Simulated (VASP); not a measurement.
Wanted: the native input for a VASP 6.6.1 run.

| Item | Value |
| --- | --- |
| Task | relaxation of the atoms |
| Functional | PBEsol |
| Potentials or basis | VASP PAW PBE potentials, release 64 (B, N) |
| Cutoff | 520 eV |
| k mesh | 9 × 9 × 6 |
| Occupations | gaussian, width 0.02 eV |
| Spin | no spin polarisation |
| Dipole correction | no |
| Further INCAR settings | ALGO = Normal; EDIFF = 1e-07; IBRION = 2; EDIFFG = -0.002; NSW = 60 |

The structure of BN (sol2) lies in POSCAR:

```
BN
1.0
    2.5024521521      0.0000000000      0.0000000000
   -1.2512260761      2.1671871355      0.0000000000
    0.0000000000      0.0000000000      4.1143985808
B N
2 2
Direct
    0.3333333333      0.6666666667      0.0000524645
    0.6666666667      0.3333333333      0.5000524645
    0.3333333333      0.6666666667      0.3739475355
    0.6666666667      0.3333333333      0.8739475355
```

This cell differs from its parent crystal: strained cell.

One way to write it, as run:

INCAR

```
PREC     = Accurate       # precision mode
ENCUT    = 520            # plane-wave cutoff, eV
EDIFF    = 1E-7           # SCF threshold, eV
ISMEAR   = 0              # smearing method
SIGMA    = 0.02           # smearing width, eV
LREAL    = False          # projectors in reciprocal space
LASPH    = True           # aspherical terms in the spheres
NELM     = 80             # most SCF steps
ALGO     = Normal         # electronic algorithm
ISIF     = 2              # what is computed and relaxed
LWAVE    = False          # write WAVECAR
LCHARG   = False          # write CHGCAR
GGA      = PS             # functional
IBRION   = 2              # ionic algorithm
NSW      = 60             # ionic steps
EDIFFG   = -0.002         # ionic threshold
```

KPOINTS

```
Automatic mesh
0
Gamma
  9 9 6
```

Potentials or basis: VASP PAW PBE potentials, release 64 (B, N).

Run with:

```bash
$ cat potpaw_PBE.64/B/POTCAR potpaw_PBE.64/N/POTCAR > POTCAR
$ mpirun -np 1 vasp_std > vasp.out
```

It gave:

| Item | Value |
| --- | --- |
| Energy gained by relaxing | 0.0 meV/atom |
| Ionic steps | 3 |
| Pressure after relaxing | 22.9 GPa |
| Band gap on the k mesh | 4.87 eV, indirect (least direct gap 8.42 eV) |

Caveat: the cell differs from its parent crystal (strained cell); the PAW data sets were made with another functional, which shifts forces and pressure a little.

Wall time 57 s on 1 thread of AMD EPYC 7R13 (shared host), peak memory 0.11 GiB.
